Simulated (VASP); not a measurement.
# NaCl: single point with LDA

NaCl:

```xyz
2
Lattice="2.7322 2.7322 0.0000 -2.7322 2.7322 0.0000 0.0000 2.7322 2.7322" Properties=species:S:1:pos:R:3 pbc="T T T"
Na    0.0000    0.0000    0.0000
Cl    0.0000    2.7322    0.0000
```

- Program: VASP 6.6.1
- Task: single point
- Functional: LDA
- Potentials or basis: VASP PAW LDA potentials, release 64 (Na_pv, Cl)
- Cutoff: 520 eV
- k mesh: 8 × 8 × 8
- Occupations: gaussian, width 0.01 eV
- Spin: no spin polarisation

```
Pressure               : 0.0 GPa
Band gap on the k mesh : 5.08 eV, direct
```

Levels at points of the mesh, in eV from the valence-band top:
```csv
k point,band 5,band 6,band 7,band 8,band 9,band 10
"(0.00, 0.00, 0.00)",0.00,0.00,0.00,5.08,10.93,10.93
"(0.50, 0.00, 0.00)",-2.33,-0.33,-0.33,7.05,10.90,10.90
"(0.50, 0.50, 0.00)",-2.01,-0.72,-0.72,7.44,7.63,11.62
```

It took 29 s on 1 thread of AMD EPYC 7R13, with other jobs on the host, peak memory 0.12 GiB.

A hybrid or GW would open this gap; LDA tends to underestimate it.
